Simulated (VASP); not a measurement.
Here is a VASP 6.6.1 calculation.

INCAR

```
SYSTEM = ZrPbO4
PREC = Accurate
ENCUT = 600
EDIFF = 1E-6
ISMEAR = 0
SIGMA = 0.1
LREAL = .FALSE.
LASPH = .TRUE.
NELM = 100
ALGO = Normal
ISIF = 4
LWAVE = .FALSE.
LCHARG = .FALSE.
GGA = PE
IBRION = 2
NSW = 50
EDIFFG = -0.01
```

The input KPOINTS:

```
regular mesh
0
G
  10 10 8
  0 0 0
```

Contents of POSCAR:

```
ZrPbO4
1.0
    3.7864525283      0.0000000000      0.0000000000
    0.0000000000      3.7864525283      0.0000000000
    0.0000000000      0.0000000000      5.3789483046
Zr Pb O
1 1 4
Direct
    0.5000000000      0.5000000000      0.5000000000
    0.0000000000      0.0000000000      0.0000000000
    0.5000000000      0.0000000000      0.7382565144
    0.0000000000      0.5000000000      0.2617434856
    0.5000000000      0.0000000000      0.2617434856
    0.0000000000      0.5000000000      0.7382565144
```

Potentials or basis: VASP PAW PBE potentials, release 64 (Zr_sv, Pb_d, O).

Run with:

```sh
$ cat potpaw_PBE.64/Zr_sv/POTCAR potpaw_PBE.64/Pb_d/POTCAR potpaw_PBE.64/O/POTCAR > POTCAR
$ mpirun -np 1 vasp_std > vasp.out
```

**Question.** What does it give for the band gap on the k mesh?

**Answer.** Zero (bands 25 and 26 overlap by 0.32 eV).

Final structure:
```
Zr Pb O
1.0
     3.78612    0.00000    0.00000
     0.00000    3.78612    0.00000
     0.00000    0.00000    5.37989
Zr Pb O
1 1 4
Cartesian
  1.8931 1.8931 2.6899
  0.0000 0.0000 5.3799
  1.8931 0.0000 3.9655
  0.0000 1.8931 1.4143
  1.8931 0.0000 1.4143
  0.0000 1.8931 3.9655
```

Caveat: spin-orbit coupling is left out, which moves the levels of the heavy elements.
